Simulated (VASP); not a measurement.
## SrCl2: single point with PBEsol

SrCl2:

```xyz
3
Lattice="0.0000 3.4412 3.4412 3.4412 0.0000 3.4412 3.4412 3.4412 0.0000" Properties=species:S:1:pos:R:3 pbc="T T T"
Sr    0.0000    0.0000    0.0000
Cl    5.1618    5.1618    5.1618
Cl    1.7206    1.7206    1.7206
```

- Program: VASP 6.6.1
- Task: single point
- Functional: PBEsol
- Potentials or basis: VASP PAW PBE potentials, release 64 (Sr_sv, Cl)
- Cutoff: 520 eV
- k mesh: 7 × 7 × 7
- Occupations: fermi-dirac, width 0.05 eV
- Spin: no spin polarisation

| Property | Result |
| --- | --- |
| Pressure | 0.6 GPa |
| Band gap on the k mesh | 5.32 eV (least direct gap 5.55 eV) |

Levels at points of the mesh, in eV from the valence-band top:
```csv
k point,band 8,band 9,band 10,band 11,band 12,band 13,band 14,band 15,band 16,band 17
"(0.00, 0.00, 0.00)",-2.28,-2.28,-0.32,-0.32,-0.32,5.32,5.99,5.99,8.98,8.98
```

Run time: 16 s on 1 thread of Intel(R) Xeon(R) Platinum 8488C (Sapphire Rapids) (shared host), peak memory 0.21 GiB.

Caveat: the PAW data sets were made with another functional, which shifts forces and pressure a little; an odd mesh through Γ misses points on the zone boundary, where band edges can lie. A hybrid or GW would open this gap; PBEsol tends to underestimate it.
